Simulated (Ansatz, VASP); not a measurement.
**Two plane-wave programs on Ca2Cl**

```xyz
9
Lattice="5.1949 2.9993 3.0190 -5.1949 2.9993 3.0190 0.0000 -5.9985 3.0190" Properties=species:S:1:pos:R:3 pbc="T T T"
Ca   -2.1263    1.2276    3.2945
Ca    0.0000   -2.4553    3.2945
Ca    2.1263    1.2276    3.2945
Ca    2.1263   -1.2276    5.7625
Ca   -2.1263   -1.2276    5.7625
Ca    0.0000    2.4553    5.7625
Cl    0.0000    2.9993    3.0190
Cl   -2.5974   -1.4996    3.0190
Cl    2.5974   -1.4996    3.0190
```

Alike in both runs: task relaxation of cell and atoms; functional PBE; k mesh 3 × 3 × 3; occupations gaussian, width 0.1 eV; no spin polarisation.

|  | VASP | Ansatz |
| --- | --- | --- |
| version | VASP 6.6.1 | Ansatz 0.2.0 |
| potentials or method | VASP PAW PBE potentials, release 64 (Ca_sv, Cl), cutoff 600 eV | scalar-relativistic, plane waves, PAW |
| valence electrons in the cell | 81 | 81 |

Ansatz gave:

* gap on the k mesh at the Fermi level, each at its own relaxed structure (eV): none
* relaxed volume (Å³/atom): 36.66
* relaxed cell length with the largest relative difference (Å): 7.090

Q: What did VASP give for the same quantities?

A: gap on the k mesh at the Fermi level, each at its own relaxed structure (eV): none; relaxed volume (Å³/atom): 36.72; relaxed cell length with the largest relative difference (Å): 7.087.

A gap of «none» marks a metal or a gap that the smearing closes.

Noted on VASP's run: the volume moved by over 15 % at a fixed basis, so the end points are rough.
